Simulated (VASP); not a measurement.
# Na (I4/mmm) in VASP: notebook

Runs on Na. Level: LDA. Tasks: single point.

Everything below comes from runs of VASP 6.6.1. Logs are shortened: lines on timing, memory, paths and dates and some standing lists are left out, and cuts for length are marked.

### 1 The cell of the first run

The typed cell holds 1 atom: a = 3.773 Å, b = 3.773 Å, c = 3.773 Å, α = 120.00°, β = 120.00°, γ = 90.01°.

### 2 Single point, LDA

The input, INCAR:

```
SYSTEM = Na
  ALGO = Fast
  EDIFF = 1E-7
  ENCUT = 520
  GGA = CA
  ISIF = 2
  ISMEAR = 0
  LASPH = .True.
  LCHARG = .False.
  LREAL = .False.
  LWAVE = .False.
  NBANDS = 10
  NELM = 80
  PREC = Accurate
  SIGMA = 0.15
```

The input, KPOINTS:

```
k-points
0
Gamma
  18 18 18
  0 0 0
```

The input, POSCAR:

```
Na
1.0
   -1.8865730051      1.8865730051      2.6676142292
    1.8865730051     -1.8865730051      2.6676142292
    1.8865730051      1.8865730051     -2.6676142292
Na
1
Direct
    0.0000000000      0.0000000000      0.0000000000
```

Potentials or basis: VASP PAW LDA potentials, release 64 (Na_pv).

Run with:

```console
cat potpaw_LDA.64/Na_pv/POTCAR > POTCAR
mpirun -np 1 vasp_std > vasp.out
```

OUTCAR:

```text
SYSTEM = Na
   EDIFF = 1E-7
   ENCUT = 520
   GGA = CA
   ISIF = 2
   ISMEAR = 0
   LASPH = .True.
   LREAL = .False.
   NELM = 80
   PREC = Accurate

 ion  position               nearest neighbor table
   1  0.000  0.000  0.000-

  LATTYP: Found a body centered tetragonal cell.
 ALAT       =     3.7731460102
 C/A-ratio  =     1.4140000000

  Lattice vectors:

 A1 = (  -1.8865730051,   1.8865730051,   2.6676142292)
 A2 = (   1.8865730051,  -1.8865730051,   2.6676142292)
 A3 = (   1.8865730051,   1.8865730051,  -2.6676142292)

Analysis of symmetry for initial positions (statically):
=====================================================================
 Subroutine PRICEL returns:
 Original cell was already a primitive cell.

 Routine SETGRP: Setting up the symmetry group for a
 body centered tetragonal supercell.

 Subroutine GETGRP returns: Found 16 space group operations
 (whereof 16 operations were pure point group operations)
 out of a pool of 16 trial point group operations.

The static configuration has the point symmetry D_4h.

Analysis of symmetry for dynamics (positions and initial velocities):
=====================================================================
 Subroutine PRICEL returns:
 Original cell was already a primitive cell.

 Routine SETGRP: Setting up the symmetry group for a
 body centered tetragonal supercell.

 Subroutine GETGRP returns: Found 16 space group operations
 (whereof 16 operations were pure point group operations)
 out of a pool of 16 trial point group operations.

The dynamic configuration has the point symmetry D_4h.

 Subroutine INISYM returns: Found 16 space group operations
 (whereof 16 operations are pure point group operations),
 and found     1 'primitive' translations

----------------------------------------------------------------------------------------

                                     Primitive cell

  volume of cell :      37.9778

  direct lattice vectors                    reciprocal lattice vectors
    -1.886573005  1.886573005  2.667614229     0.000000000  0.265030825  0.187433398
     1.886573005 -1.886573005  2.667614229     0.265030825  0.000000000  0.187433398
     1.886573005  1.886573005 -2.667614229     0.265030825  0.265030825  0.000000000

  length of vectors
     3.772861127  3.772861127  3.772861127     0.324611486  0.324611486  0.374810187

  position of ions in fractional coordinates (direct lattice)
     0.000000000  0.000000000  0.000000000

  ion indices of the primitive-cell ions
   primitive index   ion index
                 1           1

----------------------------------------------------------------------------------------

 KPOINTS: k-points

Automatic generation of k-mesh.
 Grid dimensions read from file:
 generate k-points for:   18   18   18

 Generating k-lattice:

  Cartesian coordinates                     Fractional coordinates (reciprocal lattice)
     0.000000000  0.014723935  0.010412967     0.055555556  0.000000000 -0.000000000
     0.014723935  0.000000000  0.010412967     0.000000000  0.055555556 -0.000000000
     0.014723935  0.014723935  0.000000000     0.000000000  0.000000000  0.055555556

  Length of vectors
     0.018033971  0.018033971  0.020822788

  Shift w.r.t. Gamma in fractional coordinates (k-lattice)
     0.000000000  0.000000000  0.000000000

 Subroutine IBZKPT returns following result:
 ===========================================

 Found    480 irreducible k-points:

 Following reciprocal coordinates:
            Coordinates               Weight
  0.000000  0.000000  0.000000      1.000000
  0.055556 -0.000000  0.000000      8.000000
  0.111111 -0.000000  0.000000      8.000000
  0.166667 -0.000000  0.000000      8.000000
  0.222222 -0.000000  0.000000      8.000000
  0.277778 -0.000000  0.000000      8.000000
[... 16 lines left out ...]
 -0.277778  0.055556 -0.000000     16.000000
 -0.222222  0.055556 -0.000000     16.000000
 [... further k-points ...]
   k-points           NKPTS =    480   k-points in BZ     NKDIM =    480   number of bands    NBANDS=     10
   number of dos      NEDOS =    301   number of ions     NIONS =      1
   total plane-waves  NPLWV =  21952
   dimension x,y,z NGX =    28 NGY =   28 NGZ =   28
   dimension x,y,z NGXF=    56 NGYF=   56 NGZF=   56
   ions per type =               1
   NGX,Y,Z   is equivalent  to a cutoff of  12.34, 12.34, 12.34 a.u.
   NGXF,Y,Z  is equivalent  to a cutoff of  24.68, 24.68, 24.68 a.u.
 SYSTEM =  Na
   PREC   = accura    normal or accurate (medium, high low for compatibility)
   ISTART =      0    job   : 0-new  1-cont  2-samecut
   ICHARG =      2    charge: 1-file 2-atom 10-const
   ISPIN  =      1    spin polarized calculation?
   LNONCOLLINEAR =      F non collinear calculations
   LSORBIT =      F    spin-orbit coupling
   LASPH  =      T    aspherical Exc in radial PAW
   ENCUT  =  520.0 eV  38.22 Ry    6.18 a.u.   7.02  7.02  7.02*2*pi/ulx,y,z
   NELM   =     80;   NELMIN=  2; NELMDL= -5     # of ELM steps
   EDIFF  = 0.1E-06   stopping-criterion for ELM
   LREAL  =      F    real-space projection
   EDIFFG = 0.1E-05   stopping-criterion for IOM
   NSW    =      0    number of steps for IOM
   IBRION =     -1    ionic relax: 0-MD 1-quasi-New 2-CG
   NFREE  =      0    steps in history (QN), initial steepest desc. (CG)
   ISIF   =      2    stress and relaxation
   ISYM   =      2    0-nonsym 1-usesym 2-fastsym
   POTIM  = 0.5000    time-step for ionic-motion
   TEBEG  =    0.0;   TEEND  =   0.0 temperature during run
   PSTRESS=    0.0 pullay stress
   NELECT =       7.0000    total number of electrons
   NUPDOWN=      -1.0000    fix difference up-down
   EMIN   =  10.00;   EMAX   =-10.00  energy-range for DOS
   EFERMI =   0.00;   METHOD = LEGACY
   ISMEAR =     0;   SIGMA  =   0.15  broadening in eV -4-tet -1-fermi 0-gaus
   EFERMI_NEDOS =   21; number of points for ismear=-14 and -15
   IALGO  =     68    algorithm
   IMIX   =      4    mixing-type and parameters
     AMIX     =   0.40;   BMIX     =  1.00
     AMIX_MAG =   1.60;   BMIX_MAG =  1.00
  volume/ion in A,a.u.               =      37.98       256.29
  Fermi-wavevector in a.u.,A,eV,Ry     =   0.931674  1.760609 11.810087  0.868017
  Thomas-Fermi vector in A             =   2.058192
   LORBIT       =      0    0 simple, 1 ext, 2 COOP (PROOUT), +10 PAW based schemes
   GGA     = CA    functional components
   LHFCALC =     F    Hartree Fock is set to
   AEXX    =    0.0000 exact exchange contribution
   IVDW    =     0    specifies the selected vdW correction
   LEPSILON=     F    determine dielectric tensor
   LRPA    =     F    only Hartree local field effects (RPA)
 non-spin polarized calculation
 RMM-DIIS sequential band-by-band and
 Gauss-broadening in eV      SIGMA  =   0.15
  energy-cutoff  :      520.00
  volume of cell :       37.98
 maximum number of plane-waves:      1038
   NGX = 13   NGY = 13   NGZ = 13

 number of electron       6.9999996 magnetization

 Free energy of the ion-electron system (eV)
  ---------------------------------------------------
  ext. energy  EPLUGINS =         0.00000000
  ---------------------------------------------------
  free energy    TOTEN  =        -1.44260819 eV

  energy without entropy =       -1.43698757  energy(sigma->0) =       -1.43979788

 E-fermi :   0.1085     XC(G=0):  -6.6603

 val. band max:        0.0690446492   @ k =  -0.3889  -0.3889   0.3889
 cond. band min:       0.1281974858   @ k =  -0.1111   0.4444   0.0556
 fundamental gap:      0.0591528366
 Fermi energy:         0.1085386126

 k-point     1 :       0.0000    0.0000    0.0000
  band No.  band energies     occupation
      1     -24.8665      2.00000
      2     -24.8665      2.00000
      3     -24.8665      2.00000
      4      -3.1388      2.00000
      5      10.9898      0.00000
      6      10.9898      0.00000
      7      10.9903      0.00000
      8      12.2279      0.00000
      9      12.4156      0.00000
     10      12.4157      0.00000

 k-point     2 :       0.0556   -0.0000    0.0000
  band No.  band energies     occupation
      1     -24.8675      2.00000
      2     -24.8667      2.00000
      3     -24.8667      2.00000
      4      -3.0882      2.00000
      5      10.0779      0.00000
      6      10.8659      0.00000
      7      10.8664      0.00000
      8      12.2289      0.00000
      9      12.6228      0.00000
     10      12.6229      0.00000

 k-point     3 :       0.1111   -0.0000    0.0000
  band No.  band energies     occupation
      1     -24.8704      2.00000
      2     -24.8671      2.00000
      3     -24.8671      2.00000
      4      -2.9368      2.00000
      5       8.7419      0.00000
      6      10.6193      0.00000
      7      10.6200      0.00000
      8      11.9960      0.00000
      9      13.1158      0.00000
     10      13.1161      0.00000

 k-point     4 :       0.1667   -0.0000    0.0000
  band No.  band energies     occupation
      1     -24.8748      2.00000
      2     -24.8677      2.00000
      3     -24.8677      2.00000
      4      -2.6854      2.00000
      5       7.4092      0.00000
      6      10.3791      0.00000
      7      10.3799      0.00000
      8      11.7351      0.00000
      9      13.5123      0.00000
     10      13.5276      0.00000
[... 222 lines left out ...]
 k-point    22 :      -0.3333    0.0556    0.0000
  band No.  band energies     occupation
      1     -24.8893      2.00000
      2     -24.8704      2.00000
      3     -24.8699      2.00000
      4      -1.4952      2.00000
      5       4.1851      0.00000
      6       9.4109      0.00000
      7       9.8278      0.00000
      8      10.9950      0.00000
      9      12.1184      0.00000
     10      12.6044      0.00000

 k-point    23 :      -0.2778    0.0556   -0.0000
  band No.  band energies     occupation
      1     -24.8839      2.00000
      2     -24.8697      2.00000
      3     -24.8690      2.00000
      4      -2.0044      2.00000
      5       5.3475      0.00000
      6       9.4821      0.00000
      7       9.9735      0.00000
      8      11.4767      0.00000
      9      12.2197      0.00000
     10      13.1659      0.00000

 k-point    24 :      -0.2222    0.0556   -0.0000
  band No.  band energies     occupation
      1     -24.8784      2.00000
      2     -24.8689      2.00000
      3     -24.8682      2.00000
      4      -2.4186      2.00000
      5       6.5803      0.00000
      6       9.6309      0.00000
      7      10.1531      0.00000
      8      12.0359      0.00000
      9      12.3938      0.00000
     10      13.4095      0.00000

 [... further k-points ...]
[... 5 lines left out ...]
  --------------------------------------------------------------------------------------
  -------------------------------------------------------------------------------------
  Total       -0.2236774     -0.2236774     -0.2236453      0.0000000     -0.0000000      0.0000000
  in kB       -9.4363143     -9.4363143     -9.4349618      0.0000000     -0.0000000      0.0000000
  external PRESSURE =      -9.4358635 kB  Pullay stress =       0.0000000 kB

 VOLUME and BASIS-vectors are now :
 -----------------------------------------------------------------------------
  energy-cutoff  :      520.00
  volume of cell :       37.98
      direct lattice vectors                 reciprocal lattice vectors
    -1.886573005  1.886573005  2.667614229     0.000000000  0.265030825  0.187433398
     1.886573005 -1.886573005  2.667614229     0.265030825  0.000000000  0.187433398
     1.886573005  1.886573005 -2.667614229     0.265030825  0.265030825  0.000000000

 POSITION                                       TOTAL-FORCE (eV/Angst)
 -----------------------------------------------------------------------------------
      0.00000      0.00000      0.00000         0.000000      0.000000      0.000000
 -----------------------------------------------------------------------------------
    total drift:                               -0.000000     -0.000000     -0.000000

  FREE ENERGIE OF THE ION-ELECTRON SYSTEM (eV)
  ---------------------------------------------------
  free  energy   TOTEN  =        -1.4426081860 eV

  energy  without entropy=       -1.4369875692  energy(sigma->0) =       -1.43979788
```

Run time: 57 s. Hardware: 1 thread of Intel Xeon 6975P-C (Granite Rapids), shared host; peak memory 0.24 GiB.

Results:

```yaml
Free_energy: -1.4426 eV
Pressure: -0.9 GPa
```

Levels at points of the mesh, in eV from the Fermi level:
```
           k point  band 2  band 3  band 4  band 5  band 6  band 7
(0.00, 0.00, 0.00)  -24.98  -24.98   -3.25   10.88   10.88   10.88
(0.50, 0.00, 0.00)  -24.98  -24.98    0.56    0.88    9.97    9.97
(0.50, 0.50, 0.00)  -24.99  -24.99    1.73    2.26    6.21    6.94
(0.50, 0.50, 0.50)  -24.99  -24.99    1.73    2.26    6.21    6.94
```

### 3 Single point, LDA

The input, INCAR:

```
PREC     = Accurate       # precision mode
ENCUT    = 520            # plane-wave cutoff, eV
EDIFF    = 1E-7           # SCF threshold, eV
ISMEAR   = 0              # smearing method
SIGMA    = 0.15           # smearing width, eV
LREAL    = False          # projectors in reciprocal space
LASPH    = True           # aspherical terms in the spheres
NELM     = 60             # most SCF steps
ALGO     = Fast           # electronic algorithm
ISIF     = 2              # what is computed and relaxed
LWAVE    = False          # write WAVECAR
LCHARG   = False          # write CHGCAR
GGA      = CA             # functional
NBANDS   = 10             # bands
```

The input, KPOINTS:

```
regular mesh
0
Gamma
  18 18 18
```

The input, POSCAR:

```
Na
1.0
   -1.8498066341      1.8498066341      2.7747099511
    1.8498066341     -1.8498066341      2.7747099511
    1.8498066341      1.8498066341     -2.7747099511
Na
1
Direct
    0.0000000000      0.0000000000      0.0000000000
```

Potentials or basis: VASP PAW LDA potentials, release 64 (Na_pv).

Run with:

```console
cat potpaw_LDA.64/Na_pv/POTCAR > POTCAR
mpirun -np 1 vasp_std > vasp.out
```

Run time: 57 s. Hardware: 1 thread of Intel Xeon 6975P-C (Granite Rapids), shared host; peak memory 0.24 GiB.

The run converged. Its results:

```yaml
Free_energy: -1.4421 eV
Pressure: -0.9 GPa
```

Stress tensor (GPa, compression positive):
```
-0.89  0.00  0.00
 0.00 -0.89  0.00
 0.00  0.00 -1.05
```

Levels at points of the mesh, in eV from the Fermi level:
```
           k point  band 1  band 2  band 3  band 4  band 5  band 6  band 7  band 8  band 9
(0.00, 0.00, 0.00)  -24.97  -24.97  -24.97   -3.24   10.76   10.99   10.99   12.15   12.32
(0.50, 0.00, 0.00)  -25.01  -24.98  -24.98    0.57    0.89    9.53   10.12   10.38   11.27
(0.50, 0.50, 0.00)  -25.00  -24.99  -24.98    1.93    2.46    6.07    6.72    6.80    8.59
(0.50, 0.50, 0.50)  -25.00  -24.98  -24.98    1.37    1.87    6.55    7.37    7.37    9.14
```
